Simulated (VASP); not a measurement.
Wanted: the native input for a VASP 6.6.1 run.

* Task: single point
* Functional: r2SCAN
* Potentials or basis: VASP PAW PBE potentials, release 64 (Zn, S)
* Cutoff: 520 eV
* k mesh: 8 × 8 × 8
* Occupations: gaussian, width 0.05 eV
* Spin: no spin polarisation
* Dipole correction: no
* Further INCAR settings: ALGO = Normal; EDIFF = 1e-06; NBANDS = 16

ZnS:

```
Zn S
1.0
     0.00000    2.78579    2.70465
     2.78579    0.00000    2.70465
     2.78579    2.78579    0.00000
Zn S
1 1
Cartesian
  0.0000 0.0000 0.0000
  4.1787 4.1787 4.0570
```

This cell differs from its parent crystal: strain +0.030 along x and y, +0.000 along z.

These files were run (other wordings do the same):

POSCAR

```
ZnS
1.0
    0.0000000000      2.7857895000      2.7046500000
    2.7857895000      0.0000000000      2.7046500000
    2.7857895000      2.7857895000      0.0000000000
Zn S
1 1
Direct
    0.0000000000      0.0000000000      0.0000000000
    0.7500000000      0.7500000000      0.7500000000
```

INCAR.step1

```
PREC = Accurate
ENCUT = 520
ISMEAR = 0
SIGMA = 0.05
LREAL = False
LASPH = True
NELM = 100
NBANDS = 16
GGA = PE
ALGO = Normal
EDIFF = 1E-4
LWAVE = True
LCHARG = False
```

INCAR.step2

```
PREC = Accurate
ENCUT = 520
EDIFF = 1E-6
ISMEAR = 0
SIGMA = 0.05
LREAL = False
LASPH = True
NELM = 100
ALGO = Normal
ISIF = 2
LWAVE = False
LCHARG = False
METAGGA = R2SCAN
LMIXTAU = True
NBANDS = 16
ISTART = 1
```

KPOINTS

```
regular mesh
0
Gamma
  8 8 8
```

Potentials or basis: VASP PAW PBE potentials, release 64 (Zn, S).

Launch:

```bash
$ cat potpaw_PBE.64/Zn/POTCAR potpaw_PBE.64/S/POTCAR > POTCAR
$ cp INCAR.step1 INCAR
$ mpirun -np 1 vasp_std > vasp.out
$ cp INCAR.step2 INCAR
$ mpirun -np 1 vasp_std > vasp.out
```

Results of the run:

```json
{
 "Pressure": "-4.7 GPa",
 "Band gap on the k mesh": "2.32 eV, direct"
}
```

Caveat: the cell differs from its parent crystal (strain +0.030 along x and y, +0.000 along z); the PAW data sets were made with another functional, which shifts forces and pressure a little.

Wall time 4.3 min on 1 thread of AMD EPYC 7R43 64-Core Processor (Zen 3) (shared host), peak memory 0.16 GiB.
